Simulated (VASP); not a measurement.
# C (R3m) in VASP: single point with r2SCAN

Aim: the single point of C with r2SCAN.

The COD entry that gives the cell may itself be a prediction, so a difference from it is no test against experiment.

Everything below comes from runs of VASP 6.6.1. Logs are shortened: lines on timing, memory, paths and dates and some standing lists are left out, and cuts for length are marked.

## Step 1: The cell of the first run

It takes space group R3m (No. 160, trigonal). The conventional cell has a = 2.511 Å, b = 2.511 Å, c = 30.558 Å, α = 90.00°, β = 90.00°, γ = 120.00°. C (site symmetry 3m) has 4 C at 1.54 Å within 2.1 Å. C (site symmetry 3m) has 4 C at 1.54 Å within 2.1 Å. C (site symmetry 3m) has 4 C at 1.39 to 1.54 Å within 1.9 Å. C (site symmetry 3m) has 4 C at 1.54 Å within 2.1 Å. C (site symmetry 3m) has 4 C at 1.39 to 1.54 Å within 1.9 Å. C (site symmetry 3m) has 4 C at 1.54 Å within 2.1 Å. C (site symmetry 3m) has 4 C at 1.54 to 1.57 Å within 2.1 Å. Within 2.1 Å of C (site symmetry 3m) lie 4 C at 1.54 to 1.57 Å.

## Step 2: Single point, r2SCAN

The input, POSCAR:

```
C
1.0
   -2.5113391176      0.0000000000      0.0000000000
   -1.2556695588     -2.1748834734      0.0000000000
    1.2556695588      0.7249611578     10.1859979276
C
10
Direct
    0.0281255449      0.0281255449      0.6837766348
    0.9777590037      0.9777590037      0.5326770110
    0.1132389044      0.1132389044      0.9391167133
    0.8926456442      0.8926456442      0.2773369325
    0.1587343140      0.1587343140      0.0756029421
    0.8422415354      0.8422415354      0.1261246061
    0.3784068776      0.3784068776      0.7346206329
    0.6274776710      0.6274776710      0.4818330130
    0.4296296209      0.4296296209      0.8882888627
    0.5762549277      0.5762549277      0.3281647832
```

The input, INCAR.step1:

```
SYSTEM = C
PREC = Accurate ; ENCUT = 520
ISMEAR = 0 ; SIGMA = 0.05
LREAL = .FALSE. ; LASPH = .TRUE.
NELM = 100 ; ISYM = 0
NBANDS = 31 ; GGA = PE
ALGO = Normal ; EDIFF = 1E-4
LWAVE = .TRUE. ; LCHARG = .FALSE.
```

The input, INCAR.step2:

```
SYSTEM = C
PREC = Accurate ; ENCUT = 520
EDIFF = 1E-6 ; ISMEAR = 0
SIGMA = 0.05 ; LREAL = .FALSE.
LASPH = .TRUE. ; NELM = 100
ALGO = Normal ; ISIF = 2
LWAVE = .FALSE. ; LCHARG = .FALSE.
METAGGA = R2SCAN ; LMIXTAU = .TRUE.
ISYM = 0 ; NBANDS = 31
ISTART = 1
```

The input, KPOINTS:

```
Automatic mesh
0
G
  10 10 3
  0 0 0
```

Potentials or basis: VASP PAW PBE potentials, release 64 (C).

The run is started by

```
cat potpaw_PBE.64/C/POTCAR > POTCAR
cp INCAR.step1 INCAR
mpirun -np 1 vasp_std > vasp.out
cp INCAR.step2 INCAR
mpirun -np 1 vasp_std > vasp.out
```

OUTCAR:

```text
SYSTEM = C
   PREC = Accurate
   ENCUT = 520
   EDIFF = 1E-6
   ISMEAR = 0
   LREAL = .FALSE.
   LASPH = .TRUE.
   NELM = 100
   ISIF = 2
   METAGGA = R2SCAN
   ISYM = 0
   ISTART = 1

 ion  position               nearest neighbor table
   1  0.028  0.028  0.684-   2 1.54   7 1.54   7 1.54   7 1.54
   2  0.978  0.978  0.533-   1 1.54   8 1.54   8 1.54   8 1.54
   3  0.113  0.113  0.939-   5 1.39   9 1.54   9 1.54   9 1.54
   4  0.893  0.893  0.277-  10 1.54  10 1.54  10 1.54   6 1.54
   5  0.159  0.159  0.076-   3 1.39   6 1.54   6 1.54   6 1.54
   6  0.842  0.842  0.126-   5 1.54   5 1.54   5 1.54   4 1.54
   7  0.378  0.378  0.735-   1 1.54   1 1.54   1 1.54   9 1.57
   8  0.627  0.627  0.482-   2 1.54   2 1.54   2 1.54  10 1.57
   9  0.430  0.430  0.888-   3 1.54   3 1.54   3 1.54   7 1.57
  10  0.576  0.576  0.328-   4 1.54   4 1.54   4 1.54   8 1.57

IMPORTANT INFORMATION: All symmetrisations will be switched off!
NOSYMM: (Re-)initialisation of all symmetry stuff for point group C_1.

----------------------------------------------------------------------------------------

                                     Primitive cell

  volume of cell :      55.6346

  direct lattice vectors                    reciprocal lattice vectors
    -2.511339118  0.000000000  0.000000000    -0.398193933  0.229897374  0.032724661
    -1.255669559 -2.174883473  0.000000000     0.000000000 -0.459794749  0.032724661
     1.255669559  0.724961158 10.185997928     0.000000000  0.000000000  0.098173984

  length of vectors
     2.511339118  2.511339118 10.288674769     0.460957823  0.460957823  0.098173984

  position of ions in fractional coordinates (direct lattice)
     0.028125545  0.028125545  0.683776635
     0.977759004  0.977759004  0.532677011
     0.113238904  0.113238904  0.939116713
     0.892645644  0.892645644  0.277336932
     0.158734314  0.158734314  0.075602942
     0.842241535  0.842241535  0.126124606
     0.378406878  0.378406878  0.734620633
     0.627477671  0.627477671  0.481833013
     0.429629621  0.429629621  0.888288863
     0.576254928  0.576254928  0.328164783

  ion indices of the primitive-cell ions
   primitive index   ion index
                 1           1
                 2           2
                 3           3
                 4           4
                 5           5
                 6           6
                 7           7
                 8           8
                 9           9
                10          10

----------------------------------------------------------------------------------------

 KPOINTS: Automatic mesh

Automatic generation of k-mesh.
 Grid dimensions read from file:
 generate k-points for:   10   10    3

 Generating k-lattice:

  Cartesian coordinates                     Fractional coordinates (reciprocal lattice)
    -0.039819393  0.022989737  0.003272466     0.100000000  0.000000000  0.000000000
     0.000000000 -0.045979475  0.003272466     0.000000000  0.100000000  0.000000000
     0.000000000  0.000000000  0.032724661     0.000000000  0.000000000  0.333333333

  Length of vectors
     0.046095782  0.046095782  0.032724661

  Shift w.r.t. Gamma in fractional coordinates (k-lattice)
     0.000000000  0.000000000  0.000000000

 -----------------------------------------------------------------------------
|                                                                             |
|           W    W    AA    RRRRR   N    N  II  N    N   GGGG   !!!           |
|           W    W   A  A   R    R  NN   N  II  NN   N  G    G  !!!           |
|           W    W  A    A  R    R  N N  N  II  N N  N  G       !!!           |
|           W WW W  AAAAAA  RRRRR   N  N N  II  N  N N  G  GGG   !            |
|           WW  WW  A    A  R   R   N   NN  II  N   NN  G    G                |
|           W    W  A    A  R    R  N    N  II  N    N   GGGG   !!!           |
|                                                                             |
|     Your reciprocal lattice and k-lattice belong to different lattice       |
|     classes:                                                                |
|                                                                             |
|        The reciprocal lattice is rhombohedral (trigonal),                   |
|        whereas your k-lattice is base-centered monoclinic.                  |
|                                                                             |
|     Results are often still useful ...                                      |
|                                                                             |
 -----------------------------------------------------------------------------

 WARNING: IBZKPT: internal override: KBLOWUP is changed to .FALSE.
      ... skipping the blow-up phase ...

 Subroutine IBZKPT returns following result:
 ===========================================

 Found    152 irreducible k-points:

 Following reciprocal coordinates:
            Coordinates               Weight
  0.000000  0.000000  0.000000      1.000000
  0.100000 -0.000000  0.000000      2.000000
  0.200000 -0.000000  0.000000      2.000000
  0.300000 -0.000000  0.000000      2.000000
  0.400000 -0.000000  0.000000      2.000000
  0.500000 -0.000000  0.000000      1.000000
[... 16 lines left out ...]
 -0.400000  0.200000 -0.000000      2.000000
 -0.300000  0.200000 -0.000000      2.000000
 [... further k-points ...]
   k-points           NKPTS =    152   k-points in BZ     NKDIM =    152   number of bands    NBANDS=     31
   number of dos      NEDOS =    301   number of ions     NIONS =     10
   total plane-waves  NPLWV =  32000
   dimension x,y,z NGX =    20 NGY =   20 NGZ =   80
   dimension x,y,z NGXF=    40 NGYF=   40 NGZF=  160
   ions per type =              10
   NGX,Y,Z   is equivalent  to a cutoff of  13.24, 13.24, 12.93 a.u.
   NGXF,Y,Z  is equivalent  to a cutoff of  26.48, 26.48, 25.85 a.u.
 SYSTEM =  C
   PREC   = accura    normal or accurate (medium, high low for compatibility)
   ISTART =      1    job   : 0-new  1-cont  2-samecut
   ICHARG =      0    charge: 1-file 2-atom 10-const
   ISPIN  =      1    spin polarized calculation?
   LNONCOLLINEAR =      F non collinear calculations
   LSORBIT =      F    spin-orbit coupling
   LASPH  =      T    aspherical Exc in radial PAW
   ENCUT  =  520.0 eV  38.22 Ry    6.18 a.u.   4.67  4.67 19.13*2*pi/ulx,y,z
   NELM   =    100;   NELMIN=  2; NELMDL=  0     # of ELM steps
   EDIFF  = 0.1E-05   stopping-criterion for ELM
   LREAL  =      F    real-space projection
   EDIFFG = 0.1E-04   stopping-criterion for IOM
   NSW    =      0    number of steps for IOM
   IBRION =     -1    ionic relax: 0-MD 1-quasi-New 2-CG
   NFREE  =      0    steps in history (QN), initial steepest desc. (CG)
   ISIF   =      2    stress and relaxation
   ISYM   =      0    0-nonsym 1-usesym 2-fastsym
   POTIM  = 0.5000    time-step for ionic-motion
   TEBEG  =    0.0;   TEEND  =   0.0 temperature during run
   PSTRESS=    0.0 pullay stress
   NELECT =      40.0000    total number of electrons
   NUPDOWN=      -1.0000    fix difference up-down
   EMIN   =  10.00;   EMAX   =-10.00  energy-range for DOS
   EFERMI =   0.00;   METHOD = LEGACY
   ISMEAR =     0;   SIGMA  =   0.05  broadening in eV -4-tet -1-fermi 0-gaus
   EFERMI_NEDOS =   21; number of points for ismear=-14 and -15
   IALGO  =     38    algorithm
   IMIX   =      4    mixing-type and parameters
     AMIX     =   0.40;   BMIX     =  1.00
     AMIX_MAG =   1.60;   BMIX_MAG =  1.00
  volume/ion in A,a.u.               =       5.56        37.54
  Fermi-wavevector in a.u.,A,eV,Ry     =   1.466605  2.771482 29.265185  2.150930
  Thomas-Fermi vector in A             =   2.582323
   LORBIT       =      0    0 simple, 1 ext, 2 COOP (PROOUT), +10 PAW based schemes
   METAGGA = R2SCAN    functional components
   LHFCALC =     F    Hartree Fock is set to
   AEXX    =    0.0000 exact exchange contribution
   IVDW    =     0    specifies the selected vdW correction
   LEPSILON=     F    determine dielectric tensor
   LRPA    =     F    only Hartree local field effects (RPA)
 non-spin polarized calculation
 Gauss-broadening in eV      SIGMA  =   0.05
  energy-cutoff  :      520.00
  volume of cell :       55.63
 maximum number of plane-waves:      1517
   NGX =  9   NGY =  9   NGZ = 39

 number of electron      39.9999999 magnetization

 Free energy of the ion-electron system (eV)
  ---------------------------------------------------
  ext. energy  EPLUGINS =         0.00000000
  ---------------------------------------------------
  free energy    TOTEN  =       -97.82908071 eV

  energy without entropy =      -97.82908071  energy(sigma->0) =      -97.82908071

 E-fermi :  10.4762     XC(G=0): -14.3584

 val. band max:       10.1762895956   @ k =   0.0000   0.0000   0.0000
 cond. band min:      14.7260635689   @ k =   0.0000  -0.4000   0.3333
 fundamental gap:      4.5497739733
 Fermi energy:        10.4762403101

 k-point     1 :       0.0000    0.0000    0.0000
  band No.  band energies     occupation
      1     -13.1458      2.00000
      2     -11.9707      2.00000
      3     -11.5922      2.00000
      4      -8.5577      2.00000
      5      -8.2324      2.00000
      6      -2.4671      2.00000
[... 23 lines left out ...]
     30      18.8610      0.00000
     31      18.9347      0.00000

 k-point     2 :       0.1000   -0.0000    0.0000
  band No.  band energies     occupation
      1     -12.8869      2.00000
      2     -11.7267      2.00000
      3     -11.3208      2.00000
      4      -8.3638      2.00000
      5      -7.9372      2.00000
      6      -2.3357      2.00000
[... 740 lines left out ...]
 k-point    24 :      -0.3000    0.2000   -0.0000
  band No.  band energies     occupation
      1      -8.4448      2.00000
      2      -7.3446      2.00000
      3      -6.9591      2.00000
      4      -4.5204      2.00000
      5      -4.2260      2.00000
      6      -2.7652      2.00000
[... 23 lines left out ...]
     30      21.9936      0.00000
     31      22.5539      0.00000

 [... further k-points ...]

------------------------ aborting loop because EDIFF is reached ----------------------------------------

  FORCE on cell =-STRESS in cart. coord.  units (eV):
  Direction    XX          YY          ZZ          XY          YZ          ZX
  --------------------------------------------------------------------------------------
  -------------------------------------------------------------------------------------
  Total        0.6523644      0.6524352      9.1942567     -0.0000613      0.0000140      0.0000241
  in kB       18.7869341     18.7889717    264.7782254     -0.0017651      0.0004032      0.0006931
  external PRESSURE =     100.7847104 kB  Pullay stress =       0.0000000 kB

 VOLUME and BASIS-vectors are now :
 -----------------------------------------------------------------------------
  energy-cutoff  :      520.00
  volume of cell :       55.63
      direct lattice vectors                 reciprocal lattice vectors
    -2.511339118  0.000000000  0.000000000    -0.398193933  0.229897374  0.032724661
    -1.255669559 -2.174883473  0.000000000     0.000000000 -0.459794749  0.032724661
     1.255669559  0.724961158 10.185997928     0.000000000  0.000000000  0.098173984

 POSITION                                       TOTAL-FORCE (eV/Angst)
 -----------------------------------------------------------------------------------
      0.75265      0.43454      6.96495        -0.000039     -0.000022     -0.017371
     -3.01436     -1.74034      5.42585         0.000012      0.000007      0.004373
      0.75265      0.43454      9.56584         0.000032      0.000019     -4.504627
     -3.01436     -1.74034      2.82495         0.000026      0.000015     -0.045423
     -0.50302     -0.29042      0.77009         0.000010      0.000006      4.493756
     -3.01436     -1.74034      1.28470         0.000011      0.000006      1.137726
     -0.50302     -0.29042      7.48284         0.000007      0.000004      0.056223
     -1.75869     -1.01538      4.90795        -0.000030     -0.000018     -0.009516
     -0.50302     -0.29042      9.04811        -0.000047     -0.000027     -1.134980
     -1.75869     -1.01538      3.34269         0.000018      0.000010      0.019839
 -----------------------------------------------------------------------------------
    total drift:                               -0.000057     -0.000033     -0.003543

  FREE ENERGIE OF THE ION-ELECTRON SYSTEM (eV)
  ---------------------------------------------------
  free  energy   TOTEN  =       -97.8290807086 eV

  energy  without entropy=      -97.8290807086  energy(sigma->0) =      -97.82908071
```

Wall time 22 min (1 thread of Oxide Virtual Turin-like, shared host); peak memory 0.26 GiB.

Results:

* Free energy: -97.8291 eV
* Pressure: 10.1 GPa
* Largest force: 4.505 eV/Å
* Band gap on the k mesh: 4.55 eV, indirect (least direct gap 5.35 eV)

Forces in eV/Å, atoms in the order of the input:
```
C    0.000  0.000 -0.017
C    0.000  0.000  0.004
C    0.000  0.000 -4.505
C    0.000  0.000 -0.045
C    0.000  0.000  4.494
C    0.000  0.000  1.138
C    0.000  0.000  0.056
C    0.000  0.000 -0.010
C    0.000  0.000 -1.135
C    0.000  0.000  0.020
```

Levels at points of the mesh, in eV from the valence-band top:
```csv
k point,band 18,band 19,band 20,band 21,band 22,band 23
"(0.00, 0.00, 0.00)",-0.44,0.00,0.00,5.35,5.35,6.07
"(0.50, 0.00, 0.00)",-4.68,-3.94,-3.08,4.72,5.04,6.55
"(0.00, 0.50, 0.00)",-4.68,-3.94,-3.08,4.72,5.04,6.55
"(0.50, 0.50, 0.00)",-4.44,-3.76,-3.52,4.60,5.55,5.76
```

Caveat: the PAW data sets were made with another functional, which shifts forces and pressure a little. r2SCAN opens gaps a little over a GGA but as a rule still falls short of measured ones.
